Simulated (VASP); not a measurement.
# Rb (Im-3m) in VASP: a series of runs, part 2 of 2

VASP 6.6.1.

## Step 4: Relaxation of cell and atoms, PBE

This run uses another cell than the first one, of 88.04 Å³/atom.

INCAR reads:

```
PREC = Accurate ; ENCUT = 600
EDIFF = 1E-6 ; ISMEAR = 0
SIGMA = 0.1 ; LREAL = False
LASPH = True ; NELM = 80
ALGO = Normal ; ISIF = 3
LWAVE = False ; LCHARG = False
GGA = PE ; IBRION = 2
NSW = 100 ; EDIFFG = -0.005
```

KPOINTS reads:

```
Automatic mesh
0
Gamma
  10 10 10
```

POSCAR reads:

```
Rb
1.0
   -2.8025000000      2.8025000000      2.8025000000
    2.8025000000     -2.8025000000      2.8025000000
    2.8025000000      2.8025000000     -2.8025000000
Rb
1
Direct
    0.0000000000      0.0000000000      0.0000000000
```

Potentials or basis: VASP PAW PBE potentials, release 64 (Rb_sv).

Started as:

```bash
$ cat potpaw_PBE.64/Rb_sv/POTCAR > POTCAR
$ mpirun -np 1 vasp_std > vasp.out
```

OUTCAR:

```text
PREC = Accurate
   ENCUT = 600
   EDIFF = 1E-6
   ISMEAR = 0
   LREAL = False
   LASPH = True
   NELM = 80
   ISIF = 3
   GGA = PE
   IBRION = 2
   NSW = 100
   EDIFFG = -0.005

 ion  position               nearest neighbor table
   1  0.000  0.000  0.000-

  LATTYP: Found a body centered cubic cell.
 ALAT       =     5.6050000000

  Lattice vectors:

 A1 = (  -2.8025000000,   2.8025000000,   2.8025000000)
 A2 = (   2.8025000000,  -2.8025000000,   2.8025000000)
 A3 = (   2.8025000000,   2.8025000000,  -2.8025000000)

Analysis of symmetry for initial positions (statically):
=====================================================================
 Subroutine PRICEL returns:
 Original cell was already a primitive cell.

 Routine SETGRP: Setting up the symmetry group for a
 body centered cubic supercell.

 Subroutine GETGRP returns: Found 48 space group operations
 (whereof 48 operations were pure point group operations)
 out of a pool of 48 trial point group operations.

The static configuration has the point symmetry O_h .

Analysis of symmetry for dynamics (positions and initial velocities):
=====================================================================
 Subroutine PRICEL returns:
 Original cell was already a primitive cell.

[... 163 lines left out ...]
  in kB        1.0943910      1.0943910      1.0943910      0.0000000     -0.0000000     -0.0000000
  external PRESSURE =       1.0943910 kB  Pullay stress =       0.0000000 kB
[... 57 lines left out ...]
--------------------------------------- Ionic step        3  -------------------------------------------

 number of electron       9.0000000 magnetization

 Free energy of the ion-electron system (eV)
  ---------------------------------------------------
  ext. energy  EPLUGINS =         0.00000000
  ---------------------------------------------------
  free energy    TOTEN  =        -0.93583340 eV

  energy without entropy =       -0.92962528  energy(sigma->0) =       -0.93272934

 E-fermi :   0.0135     XC(G=0):  -5.4653

 val. band max:        0.0106510090   @ k =  -0.3000   0.4000   0.2000
 cond. band min:       0.0930728265   @ k =  -0.4000   0.4000   0.2000
 fundamental gap:      0.0824218175
 Fermi energy:         0.0135442223

 k-point     1 :       0.0000    0.0000    0.0000
  band No.  band energies     occupation
      1     -28.8920      2.00000
      2     -12.9344      2.00000
      3     -12.9344      2.00000
      4     -12.9344      2.00000
      5      -1.9607      2.00000
      6       3.6893      0.00000
      7       3.6893      0.00000
      8       3.6893      0.00000
[... 243 lines left out ...]
 k-point    24 :      -0.3000    0.3000    0.1000
  band No.  band energies     occupation
      1     -28.8890      2.00000
      2     -12.9960      2.00000
      3     -12.9587      2.00000
      4     -12.9415      2.00000
      5      -0.8569      2.00000
      6       2.1274      0.00000
      7       2.9161      0.00000
      8       3.7672      0.00000

 [... further k-points ...]

------------------------ aborting loop because EDIFF is reached ----------------------------------------

  FORCE on cell =-STRESS in cart. coord.  units (eV):
  Direction    XX          YY          ZZ          XY          YZ          ZX
  --------------------------------------------------------------------------------------
  -------------------------------------------------------------------------------------
  Total        0.0033593      0.0033593      0.0033593      0.0000000      0.0000000      0.0000000
  in kB        0.0591154      0.0591154      0.0591154      0.0000000      0.0000000      0.0000000
  external PRESSURE =       0.0591154 kB  Pullay stress =       0.0000000 kB
[... 16 lines left out ...]
  FREE ENERGIE OF THE ION-ELECTRON SYSTEM (eV)
  ---------------------------------------------------
  free  energy   TOTEN  =        -0.9358334032 eV

  energy  without entropy=       -0.9296252840  energy(sigma->0) =       -0.93272934

 reached required accuracy - stopping structural energy minimisation
```

It took 42 s on 1 thread of Intel Xeon Platinum 8488C (Sapphire Rapids), shared host; peak memory 0.26 GiB.

What came out:

```
Free energy                           : -0.9358 eV
Relaxed volume                        : 91.04 Å³/atom
Relaxed cell                          : a = 4.909 Å, b = 4.909 Å, c = 4.909 Å, α = 109.47°, β = 109.47°, γ = 109.47°
Space group after relaxing (to 0.1 Å) : Im-3m (No. 229)
Energy gained by relaxing             : 1.0 meV/atom
Ionic steps                           : 3
Pressure after relaxing               : 0.0 GPa
Band gap on the k mesh                : zero (an odd number of electrons rules out a gap without spin polarisation)
```

The path:
| step | energy change (eV) | largest force (eV/Å) | pressure (GPa) | volume (Å³) |
| --- | --- | --- | --- | --- |
| 1 | 0.0000 | 0.0000 | 0.11 | 88.04 |
| 2 | -0.0004 | 0.0000 | 0.08 | 88.81 |
| 3 | -0.0010 | 0.0000 | 0.01 | 91.04 |

Final structure:
```xyz
1
Lattice="-2.8340 2.8340 2.8340 2.8340 -2.8340 2.8340 2.8340 2.8340 -2.8340" Properties=species:S:1:pos:R:3 pbc="T T T"
Rb    0.0000    0.0000    0.0000
```

Levels at points of the mesh, in eV from the Fermi level:
| k point | band 2 | band 3 | band 4 | band 5 | band 6 | band 7 | band 8 |
| --- | --- | --- | --- | --- | --- | --- | --- |
| (0.00, 0.00, 0.00) | -12.95 | -12.95 | -12.95 | -1.97 | 3.68 | 3.68 | 3.68 |
| (0.50, 0.00, 0.00) | -13.04 | -12.98 | -12.95 | 0.24 | 0.78 | 2.58 | 4.25 |
| (0.50, 0.50, 0.50) | -13.02 | -13.02 | -13.02 | 1.26 | 1.26 | 3.25 | 3.25 |

PBE usually gives volumes a little too large and moduli too small. Zero-point motion and thermal expansion aren't in these numbers.

## Step 5: Summary

```csv
task,cell,cutoff (eV),gap on the mesh (eV),pressure (GPa)
single point,"a = 5.007 Å, angles 109.5°, 1 atom",520,none,-0.1
single point,"a = 5.069 Å, angles 109.5°, 1 atom",520,none,-0.2
relaxation of cell and atoms,"relaxed from a = 4.854 Å, angles 109.5°, 1 atom",600,none,0.0
```

Alike in all rows: level PBE; potentials or basis VASP PAW PBE potentials, release 64 (Rb_sv); no spin polarisation; k mesh 10 × 10 × 10; smearing gaussian 0.1 eV.

Total energies depend on the potentials used, so only differences within one code and one set of settings carry meaning.

The gap in the log of VASP goes by the Fermi energy; the results here count the filled bands.